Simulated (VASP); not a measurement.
## SnO2: single point with PBE

The system is SnO2.

```xyz
3
Lattice="0.0000 2.5335 2.5335 2.5335 0.0000 2.5335 2.5335 2.5335 0.0000" Properties=species:S:1:pos:R:3 pbc="T T T"
Sn    0.0000    0.0000    0.0000
O     1.2667    1.2667    1.2667
O     3.8002    3.8002    3.8002
```

```json
{"Program": "VASP 6.6.1", "Task": "single point", "Functional": "PBE", "Potentials or basis": "VASP PAW PBE potentials, release 64 (Sn_d, O)", "Cutoff": "600 eV", "k mesh": "4 × 4 × 4", "Occupations": "gaussian, width 0.01 eV", "Spin": "no spin polarisation"}
```

```yaml
Pressure: 9.5 GPa
Band_gap_on_the_k_mesh: 0.27 eV, indirect (least direct gap 1.67 eV)
```

Levels at points of the mesh, in eV from the valence-band top:
| k point | band 11 | band 12 | band 13 | band 14 | band 15 | band 16 |
| --- | --- | --- | --- | --- | --- | --- |
| (0.00, 0.00, 0.00) | -1.40 | -1.40 | -1.40 | 0.27 | 7.12 | 7.12 |
| (0.50, 0.00, 0.00) | -3.43 | -2.14 | -2.14 | 4.91 | 8.05 | 10.45 |
| (0.50, 0.50, 0.00) | -0.20 | -0.20 | -0.12 | 3.29 | 7.26 | 9.95 |

Wall time 9.6 s on 1 thread of Intel Xeon 6975P-C (shared host), peak memory 0.16 GiB.

Caveat: the k points lie up to 0.54 Å⁻¹ apart; spin-orbit coupling is left out, which moves the levels of the heavy elements. A k mesh can miss the band edges.
